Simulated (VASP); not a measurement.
# SiGe (P6_3mc) in VASP: a series of runs

Runs on SiGe. Level: r2SCAN. Tasks: single point.

Program: VASP 6.6.1. These are calculated values, not measurements. Logs are shortened: lines on timing, memory, paths and dates and some standing lists are left out, and cuts for length are marked.

### Step 1. The cell of the first run

It takes space group P6_3mc (No. 186, hexagonal). Conventional cell: a = 4.100 Å, b = 4.100 Å, c = 6.451 Å, α = 90.00°, β = 90.00°, γ = 120.00°. Si (site symmetry 3m) has 4 Ge at 2.41 to 2.50 Å within 3.2 Å. Within 3.2 Å of Ge (site symmetry 3m) lie 4 Si at 2.41 to 2.50 Å.

### Step 2. Single point, r2SCAN (strain +0.050 along x and y, +0.000 along z)

The input, POSCAR:

```
SiGe
1.0
    4.0996738635      0.0000000000      0.0000000000
   -2.0498369318      3.5504217130      0.0000000000
    0.0000000000      0.0000000000      6.4507830000
Si Ge
2 2
Direct
    0.6666666667      0.3333333333      0.8746070000
    0.3333333333      0.6666666667      0.3746070000
    0.6666666667      0.3333333333      0.5003920000
    0.3333333333      0.6666666667      0.0003920000
```

The input, INCAR.step1:

```
SYSTEM = SiGe
ALGO     = Normal         ! electronic algorithm
EDIFF    = 1E-4           ! SCF threshold, eV
ENCUT    = 520            ! plane-wave cutoff, eV
GGA      = PE             ! functional
ISMEAR   = 0              ! smearing method
LASPH    = .TRUE.         ! aspherical terms in the spheres
LCHARG   = .FALSE.        ! write CHGCAR
LREAL    = .FALSE.        ! projectors in reciprocal space
LWAVE    = .TRUE.         ! write WAVECAR
NBANDS   = 26             ! bands
NELM     = 60             ! most SCF steps
PREC     = Accurate       ! precision mode
SIGMA    = 0.05           ! smearing width, eV
```

The input, INCAR.step2:

```
SYSTEM = SiGe
ALGO     = Normal         ! electronic algorithm
EDIFF    = 1E-7           ! SCF threshold, eV
ENCUT    = 520            ! plane-wave cutoff, eV
ISIF     = 2              ! what is computed and relaxed
ISMEAR   = 0              ! smearing method
ISTART   = 1            
LASPH    = .TRUE.         ! aspherical terms in the spheres
LCHARG   = .FALSE.        ! write CHGCAR
LMIXTAU  = .TRUE.       
LREAL    = .FALSE.        ! projectors in reciprocal space
LWAVE    = .FALSE.        ! write WAVECAR
METAGGA  = R2SCAN         ! meta-GGA
NBANDS   = 26             ! bands
NELM     = 60             ! most SCF steps
PREC     = Accurate       ! precision mode
SIGMA    = 0.05           ! smearing width, eV
```

The input, KPOINTS:

```
k-points
0
G
  12 12 4
  0 0 0
```

Potentials or basis: VASP PAW PBE potentials, release 64 (Si, Ge_d).

The run is started by

```sh
$ cat potpaw_PBE.64/Si/POTCAR potpaw_PBE.64/Ge_d/POTCAR > POTCAR
$ cp INCAR.step1 INCAR
$ mpirun -np 1 vasp_std > vasp.out
$ cp INCAR.step2 INCAR
$ mpirun -np 1 vasp_std > vasp.out
```

OUTCAR:

```text
SYSTEM = SiGe
   EDIFF = 1E-7
   ENCUT = 520
   ISIF = 2
   ISMEAR = 0
   ISTART = 1
   LASPH = .TRUE.
   LREAL = .FALSE.
   METAGGA = R2SCAN
   NELM = 60
   PREC = Accurate

 ion  position               nearest neighbor table
   1  0.667  0.333  0.875-   3 2.41   4 2.50   4 2.50   4 2.50
   2  0.333  0.667  0.375-   4 2.41   3 2.50   3 2.50   3 2.50
   3  0.667  0.333  0.500-   1 2.41   2 2.50   2 2.50   2 2.50
   4  0.333  0.667  0.000-   2 2.41   1 2.50   1 2.50   1 2.50

  LATTYP: Found a hexagonal cell.
 ALAT       =     4.0996738635
 C/A-ratio  =     1.5734868711

  Lattice vectors:

 A1 = (   4.0996738635,   0.0000000000,   0.0000000000)
 A2 = (  -2.0498369318,   3.5504217130,   0.0000000000)
 A3 = (   0.0000000000,   0.0000000000,   6.4507830000)

Analysis of symmetry for initial positions (statically):
=====================================================================
 Subroutine PRICEL returns:
 Original cell was already a primitive cell.

 Routine SETGRP: Setting up the symmetry group for a
 hexagonal supercell.

 Subroutine GETGRP returns: Found 12 space group operations
 (whereof  6 operations were pure point group operations)
 out of a pool of 24 trial point group operations.

The static configuration has the point symmetry C_3v.
 The point group associated with its full space group is C_6v.

Analysis of symmetry for dynamics (positions and initial velocities):
=====================================================================
 Subroutine PRICEL returns:
 Original cell was already a primitive cell.

 Routine SETGRP: Setting up the symmetry group for a
 hexagonal supercell.

 Subroutine GETGRP returns: Found 12 space group operations
 (whereof  6 operations were pure point group operations)
 out of a pool of 24 trial point group operations.

The dynamic configuration has the point symmetry C_3v.
 The point group associated with its full space group is C_6v.

 Subroutine INISYM returns: Found 12 space group operations
 (whereof  6 operations are pure point group operations),
 and found     1 'primitive' translations

----------------------------------------------------------------------------------------

                                     Primitive cell

  volume of cell :      93.8948

  direct lattice vectors                    reciprocal lattice vectors
     4.099673863  0.000000000  0.000000000     0.243921842  0.140828341  0.000000000
    -2.049836932  3.550421713  0.000000000     0.000000000  0.281656682  0.000000000
     0.000000000  0.000000000  6.450783000     0.000000000  0.000000000  0.155019941

  length of vectors
     4.099673863  4.099673864  6.450783000     0.281656682  0.281656682  0.155019941

  position of ions in fractional coordinates (direct lattice)
     0.666666667  0.333333333  0.874607000
     0.333333333  0.666666667  0.374607000
     0.666666667  0.333333333  0.500392000
     0.333333333  0.666666667  0.000392000

  ion indices of the primitive-cell ions
   primitive index   ion index
                 1           1
                 2           2
                 3           3
                 4           4

----------------------------------------------------------------------------------------

 KPOINTS: k-points

Automatic generation of k-mesh.
 Grid dimensions read from file:
 generate k-points for:   12   12    4

 Generating k-lattice:

  Cartesian coordinates                     Fractional coordinates (reciprocal lattice)
     0.020326820  0.011735695  0.000000000     0.083333333  0.000000000  0.000000000
     0.000000000  0.023471390  0.000000000     0.000000000  0.083333333  0.000000000
     0.000000000  0.000000000  0.038754985     0.000000000  0.000000000  0.250000000

  Length of vectors
     0.023471390  0.023471390  0.038754985

  Shift w.r.t. Gamma in fractional coordinates (k-lattice)
     0.000000000  0.000000000  0.000000000

 Subroutine IBZKPT returns following result:
 ===========================================

 Found     57 irreducible k-points:

 Following reciprocal coordinates:
            Coordinates               Weight
  0.000000  0.000000  0.000000      1.000000
  0.083333 -0.000000  0.000000      6.000000
  0.166667 -0.000000  0.000000      6.000000
  0.250000 -0.000000  0.000000      6.000000
  0.333333 -0.000000  0.000000      6.000000
  0.416667 -0.000000  0.000000      6.000000
[... 16 lines left out ...]
  0.250000 -0.000000  0.250000     12.000000
  0.333333 -0.000000  0.250000     12.000000
 [... further k-points ...]
   k-points           NKPTS =     57   k-points in BZ     NKDIM =     57   number of bands    NBANDS=     26
   number of dos      NEDOS =    301   number of ions     NIONS =      4
   total plane-waves  NPLWV =  43200
   dimension x,y,z NGX =    30 NGY =   30 NGZ =   48
   dimension x,y,z NGXF=    60 NGYF=   60 NGZF=   96
   ions per type =               2   2
   NGX,Y,Z   is equivalent  to a cutoff of  12.17, 12.17, 12.37 a.u.
   NGXF,Y,Z  is equivalent  to a cutoff of  24.33, 24.33, 24.74 a.u.
 SYSTEM =  SiGe
   PREC   = accura    normal or accurate (medium, high low for compatibility)
   ISTART =      1    job   : 0-new  1-cont  2-samecut
   ICHARG =      0    charge: 1-file 2-atom 10-const
   ISPIN  =      1    spin polarized calculation?
   LNONCOLLINEAR =      F non collinear calculations
   LSORBIT =      F    spin-orbit coupling
   LASPH  =      T    aspherical Exc in radial PAW
   ENCUT  =  520.0 eV  38.22 Ry    6.18 a.u.   7.62  7.62 11.99*2*pi/ulx,y,z
   NELM   =     60;   NELMIN=  2; NELMDL=  0     # of ELM steps
   EDIFF  = 0.1E-06   stopping-criterion for ELM
   LREAL  =      F    real-space projection
   EDIFFG = 0.1E-05   stopping-criterion for IOM
   NSW    =      0    number of steps for IOM
   IBRION =     -1    ionic relax: 0-MD 1-quasi-New 2-CG
   NFREE  =      0    steps in history (QN), initial steepest desc. (CG)
   ISIF   =      2    stress and relaxation
   ISYM   =      2    0-nonsym 1-usesym 2-fastsym
   POTIM  = 0.5000    time-step for ionic-motion
   TEBEG  =    0.0;   TEEND  =   0.0 temperature during run
   PSTRESS=    0.0 pullay stress
   NELECT =      36.0000    total number of electrons
   NUPDOWN=      -1.0000    fix difference up-down
   EMIN   =  10.00;   EMAX   =-10.00  energy-range for DOS
   EFERMI =   0.00;   METHOD = LEGACY
   ISMEAR =     0;   SIGMA  =   0.05  broadening in eV -4-tet -1-fermi 0-gaus
   EFERMI_NEDOS =   21; number of points for ismear=-14 and -15
   IALGO  =     38    algorithm
   IMIX   =      4    mixing-type and parameters
     AMIX     =   0.40;   BMIX     =  1.00
     AMIX_MAG =   1.60;   BMIX_MAG =  1.00
  volume/ion in A,a.u.               =      23.47       158.41
  Fermi-wavevector in a.u.,A,eV,Ry     =   1.189310  2.247470 19.244876  1.414458
  Thomas-Fermi vector in A             =   2.325420
   LORBIT       =      0    0 simple, 1 ext, 2 COOP (PROOUT), +10 PAW based schemes
   METAGGA = R2SCAN    functional components
   LHFCALC =     F    Hartree Fock is set to
   AEXX    =    0.0000 exact exchange contribution
   IVDW    =     0    specifies the selected vdW correction
   LEPSILON=     F    determine dielectric tensor
   LRPA    =     F    only Hartree local field effects (RPA)
 non-spin polarized calculation
 Gauss-broadening in eV      SIGMA  =   0.05
  energy-cutoff  :      520.00
  volume of cell :       93.89
 maximum number of plane-waves:      2549
   NGX = 15   NGY = 15   NGZ = 23

 number of electron      35.9999964 magnetization

 Free energy of the ion-electron system (eV)
  ---------------------------------------------------
  ext. energy  EPLUGINS =         0.00000000
  ---------------------------------------------------
  free energy    TOTEN  =       -44.90190798 eV

  energy without entropy =      -44.90177593  energy(sigma->0) =      -44.90184195

 E-fermi :   4.5528     XC(G=0):  -9.9261

 val. band max:        4.5417001723   @ k =   0.0000   0.0000   0.0000
 cond. band min:       4.7592321276   @ k =   0.0000   0.0000   0.2500
 fundamental gap:      0.2175319553
 Fermi energy:         4.5528371566

 k-point     1 :       0.0000    0.0000    0.0000
  band No.  band energies     occupation
      1     -20.6383      2.00000
      2     -20.6376      2.00000
      3     -20.6339      2.00000
      4     -20.6338      2.00000
      5     -20.6318      2.00000
      6     -20.6317      2.00000
[... 18 lines left out ...]
     25       8.9912      0.00000
     26      11.2549      0.00000

 k-point     2 :       0.0833   -0.0000    0.0000
  band No.  band energies     occupation
      1     -20.6383      2.00000
      2     -20.6374      2.00000
      3     -20.6339      2.00000
      4     -20.6335      2.00000
      5     -20.6316      2.00000
      6     -20.6314      2.00000
[... 18 lines left out ...]
     25       9.2760      0.00000
     26      10.7772      0.00000

 k-point     3 :       0.1667   -0.0000    0.0000
  band No.  band energies     occupation
      1     -20.6385      2.00000
      2     -20.6370      2.00000
      3     -20.6339      2.00000
      4     -20.6328      2.00000
      5     -20.6312      2.00000
      6     -20.6306      2.00000
[... 18 lines left out ...]
     25      10.0321      0.00000
     26      10.1167      0.00000

 k-point     4 :       0.2500   -0.0000    0.0000
  band No.  band energies     occupation
      1     -20.6389      2.00000
      2     -20.6364      2.00000
      3     -20.6339      2.00000
      4     -20.6317      2.00000
      5     -20.6305      2.00000
      6     -20.6294      2.00000
[... 18 lines left out ...]
     25      10.8419      0.00000
     26      11.0850      0.00000
[... 496 lines left out ...]
      1     -20.6383      2.00000
      2     -20.6373      2.00000
      3     -20.6335      2.00000
      4     -20.6324      2.00000
      5     -20.6316      2.00000
      6     -20.6309      2.00000
[... 18 lines left out ...]
     25       9.5478      0.00000
     26      11.0593      0.00000

 k-point    23 :       0.2500   -0.0000    0.2500
  band No.  band energies     occupation
      1     -20.6387      2.00000
      2     -20.6370      2.00000
      3     -20.6332      2.00000
      4     -20.6314      2.00000
      5     -20.6309      2.00000
      6     -20.6298      2.00000
[... 18 lines left out ...]
     25      10.5399      0.00000
     26      10.8230      0.00000

 k-point    24 :       0.3333   -0.0000    0.2500
  band No.  band energies     occupation
      1     -20.6392      2.00000
      2     -20.6369      2.00000
      3     -20.6327      2.00000
      4     -20.6304      2.00000
      5     -20.6301      2.00000
      6     -20.6286      2.00000
[... 18 lines left out ...]
     25      11.5497      0.00000
     26      11.5863      0.00000

 [... further k-points ...]

------------------------ aborting loop because EDIFF is reached ----------------------------------------

  FORCE on cell =-STRESS in cart. coord.  units (eV):
  Direction    XX          YY          ZZ          XY          YZ          ZX
  --------------------------------------------------------------------------------------
  -------------------------------------------------------------------------------------
  Total       -5.3369116     -5.3369116     -0.4207232      0.0000000      0.0000000      0.0000000
  in kB      -91.0665558    -91.0665558     -7.1790241      0.0000000      0.0000000      0.0000000
  external PRESSURE =     -63.1040453 kB  Pullay stress =       0.0000000 kB

 VOLUME and BASIS-vectors are now :
 -----------------------------------------------------------------------------
  energy-cutoff  :      520.00
  volume of cell :       93.89
      direct lattice vectors                 reciprocal lattice vectors
     4.099673863  0.000000000  0.000000000     0.243921842  0.140828341  0.000000000
    -2.049836932  3.550421713  0.000000000     0.000000000  0.281656682  0.000000000
     0.000000000  0.000000000  6.450783000     0.000000000  0.000000000  0.155019941

 POSITION                                       TOTAL-FORCE (eV/Angst)
 -----------------------------------------------------------------------------------
      2.04984      1.18347      5.64190        -0.000000     -0.000000      0.369564
     -0.00000      2.36695      2.41651        -0.000000      0.000000      0.369564
      2.04984      1.18347      3.22792         0.000000      0.000000     -0.369564
     -0.00000      2.36695      0.00253         0.000000     -0.000000     -0.369564
 -----------------------------------------------------------------------------------
    total drift:                               -0.000001     -0.000001      0.007461

  FREE ENERGIE OF THE ION-ELECTRON SYSTEM (eV)
  ---------------------------------------------------
  free  energy   TOTEN  =       -44.9019079772 eV

  energy  without entropy=      -44.9017759316  energy(sigma->0) =      -44.90184195
```

It took 3.5 min on 1 thread of Intel Xeon 6975P-C (Granite Rapids), shared host; peak memory 0.29 GiB.

Results:

```
Free energy            : -44.9019 eV
Pressure               : -6.3 GPa
Largest force          : 0.370 eV/Å
Band gap on the k mesh : zero (filled and empty bands touch)
```

Forces on the atoms (eV/Å):
```
Si   0.000  0.000  0.370
Si   0.000  0.000  0.370
Ge   0.000  0.000 -0.370
Ge   0.000  0.000 -0.370
```

Stress tensor (GPa, compression positive):
```
-9.11  0.00  0.00
 0.00 -9.11  0.00
 0.00  0.00 -0.72
```

Caveat: the cell differs from its parent crystal (strain +0.050 along x and y, +0.000 along z); the cell stands under tension; semilocal functionals underestimate gaps, so a narrow gap can read as zero; the PAW data sets were made with another functional, which shifts forces and pressure a little.

(Continued in part 2 of 2.)
